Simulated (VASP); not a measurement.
Set up this calculation in VASP 6.6.1, as the native input.

| Item | Value |
| --- | --- |
| Task | single point |
| Functional | PBE |
| Potentials or basis | VASP PAW PBE potentials, release 64 (F_h) |
| Cutoff | 910 eV |
| k mesh | 10 × 10 × 4 |
| Occupations | fermi-dirac, width 0.05 eV |
| Spin | no spin polarisation |
| Dipole correction | no |
| Further INCAR settings | ALGO = Normal; EDIFF = 1e-06; NBANDS = 22 |

The structure of F lies in POSCAR:

```
F
1.0
    2.6064591224     -1.6150944937      0.0000000000
    2.6064591224      1.6150944937      0.0000000000
   -0.5731351795      0.0000000000      6.7271085919
F
4
Direct
    0.9153359700      0.5958328800      0.0979555000
    0.4041671200      0.0846640300      0.4020445000
    0.0846640300      0.4041671200      0.9020445000
    0.5958328800      0.9153359700      0.5979555000
```

One way to write it, as run:

INCAR

```
SYSTEM = F
PREC     = Accurate       ! precision mode
ENCUT    = 910            ! plane-wave cutoff, eV
EDIFF    = 1E-6           ! SCF threshold, eV
ISMEAR   = -1             ! smearing method
SIGMA    = 0.05           ! smearing width, eV
LREAL    = .False.        ! projectors in reciprocal space
LASPH    = .True.         ! aspherical terms in the spheres
NELM     = 120            ! most SCF steps
ALGO     = Normal         ! electronic algorithm
ISIF     = 2              ! what is computed and relaxed
LWAVE    = .False.        ! write WAVECAR
LCHARG   = .True.         ! write CHGCAR
GGA      = PE             ! functional
LELF     = .True.         ! ELF
LVHAR    = .True.       
NBANDS   = 22             ! bands
GGA_COMPAT= .False.
```

KPOINTS

```
regular mesh
0
Gamma
  10 10 4
  0 0 0
```

Potentials or basis: VASP PAW PBE potentials, release 64 (F_h).

Launch:

```bash
$ cat potpaw_PBE.64/F_h/POTCAR > POTCAR
$ mpirun -np 1 vasp_std > vasp.out
```

Results of the run:

```yaml
Pressure: -1.3 GPa
Largest_force: 0.705 eV/Å
Band_gap_on_the_k_mesh: 2.48 eV
```

Caveat: the cutoff is under 1.25 times the usual one of these potentials, so pressure, stress and relaxed cells hold a basis-set (Pulay) error.

Run time: 100 s on 1 thread of Intel(R) Xeon(R) 6975P-C (Granite Rapids) (shared host), peak memory 0.37 GiB.
